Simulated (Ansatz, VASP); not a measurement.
# ZnCdH4 in VASP and in Ansatz

The input INCAR:

```
ALGO     = Normal         # electronic algorithm
EDIFF    = 1E-6           # SCF threshold, eV
ENCUT    = 520            # plane-wave cutoff, eV
GGA      = PE             # functional
ISIF     = 2              # what is computed and relaxed
ISMEAR   = 0              # smearing method
LASPH    = T              # aspherical terms in the spheres
LCHARG   = T              # write CHGCAR
LELF     = T              # ELF
LREAL    = F              # projectors in reciprocal space
LVHAR    = T            
LWAVE    = F              # write WAVECAR
NBANDS   = 23             # bands
NELM     = 60             # most SCF steps
PREC     = Accurate       # precision mode
SIGMA    = 0.1            # smearing width, eV
```

The input KPOINTS:

```
k-points
0
Gamma
  4 4 4
```

The input POSCAR:

```
ZnCdH4
1.0
    3.9852002200      0.0000000000      0.0000000000
    0.0000000000      3.9852002200      0.0000000000
    0.0000000000      0.0000000000      6.2664343500
Zn Cd H
1 1 4
Direct
    0.0000000000      0.0000000000      0.0000000000
    0.5000000000      0.5000000000      0.5000000000
    0.0000000000      0.0000000000      0.6788081900
    0.5000000000      0.0000000000      0.0000000000
    0.0000000000      0.5000000000      0.0000000000
    0.0000000000      0.0000000000      0.3211918100
```

Input for Ansatz:

```yaml
crystal:
  lattice:
    - [3.98520022, 0.0, 0.0]
    - [0.0, 3.98520022, 0.0]
    - [0.0, 0.0, 6.26643435]
  atoms:
    - { symbol: Zn, position: [0.0, 0.0, 0.0] }
    - { symbol: Cd, position: [0.5, 0.5, 0.5] }
    - { symbol: H, position: [0.0, 0.0, 0.67880819] }
    - { symbol: H, position: [0.5, 0.0, 0.0] }
    - { symbol: H, position: [0.0, 0.5, 0.0] }
    - { symbol: H, position: [0.0, 0.0, 0.32119181] }
basis:
  ecutwfc: 420
kpoints:
  mp_grid: { grid: [4, 4, 4] }
hamiltonian:
  xc: pbe
scf:
  occupations: { method: gaussian, width: 0.1 }
  lower_state_search: "off"
output:
  forces: true
  stress: true
  eigenvalues: true
```

Alike in both runs: task single point; functional PBE; k mesh 4 × 4 × 4; occupations gaussian, width 0.1 eV; no spin polarisation.

|  | VASP | Ansatz |
| --- | --- | --- |
| version | VASP 6.6.1 | Ansatz 0.2.0 |
| potentials or method | VASP PAW PBE potentials, release 64 (Zn, Cd, H), cutoff 520 eV | scalar-relativistic, plane waves, PAW |
| valence electrons in the cell | 28 | 36 |

VASP gave:

* gap on the k mesh at the Fermi level (eV): none
* pressure (GPa): -9.2
* traceless stress, the component that is largest in VASP (GPa): 1.62
* rms of the force components (eV/Å): 0.261

**Question.** What did Ansatz give for the same quantities?

**Answer.** gap on the k mesh at the Fermi level (eV): none; pressure (GPa): -9.2; traceless stress, the component that is largest in VASP (GPa): 1.62; rms of the force components (eV/Å): 0.263.

Atom by atom the forces differ by 0.002 eV/Å (rms over components). A gap of «none» marks a metal or a gap that the smearing closes. VASP's potentials hold 28 valence electrons a cell and Ansatz's 36, so a difference there can come from the potentials and not from the codes.

The k mesh is coarse, so the values compare programs but aren't converged.
